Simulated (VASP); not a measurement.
Crystal: Ta.

```xyz
1
Lattice="-1.6513 1.6513 1.6513 1.6513 -1.6513 1.6513 1.6513 1.6513 -1.6513" Properties=species:S:1:pos:R:3 pbc="T T T"
Ta    0.0000    0.0000    0.0000
```

- Program: VASP 6.6.1
- Task: relaxation of cell and atoms
- Functional: PBE
- Potentials or basis: VASP PAW PBE potentials, release 64 (Ta_pv)
- Cutoff: 600 eV
- k mesh: 7 × 7 × 7
- Occupations: fermi-dirac, width 0.05 eV
- Spin: no spin polarisation

At the start: pressure 3.9 GPa; volume 18.01 Å³/atom.

Question: How do energy, volume and symmetry change on relaxing?

Answer: Over 3 steps the energy falls by 3.9 meV/atom and the volume is 18.34 Å³/atom (+1.8 %); space group Im-3m (No. 229, to 0.05 Å).

Step by step:
```tsv
step	energy change (eV)	largest force (eV/Å)	pressure (GPa)	volume (Å³)
1	0.0000	0.0000	3.88	18.01
2	0.0192	0.0000	-8.50	19.17
3	-0.0039	0.0000	-0.04	18.34
```

Final structure:
```yaml
crystal:
  lattice:
    - [-1.66131, 1.66131, 1.66131]
    - [1.66131, -1.66131, 1.66131]
    - [1.66131, 1.66131, -1.66131]
  atoms:
    - { symbol: Ta, position: [0.00000, 0.00000, 0.00000] }
```

Caveat: the k points lie up to 0.38 Å⁻¹ apart in the final cell.
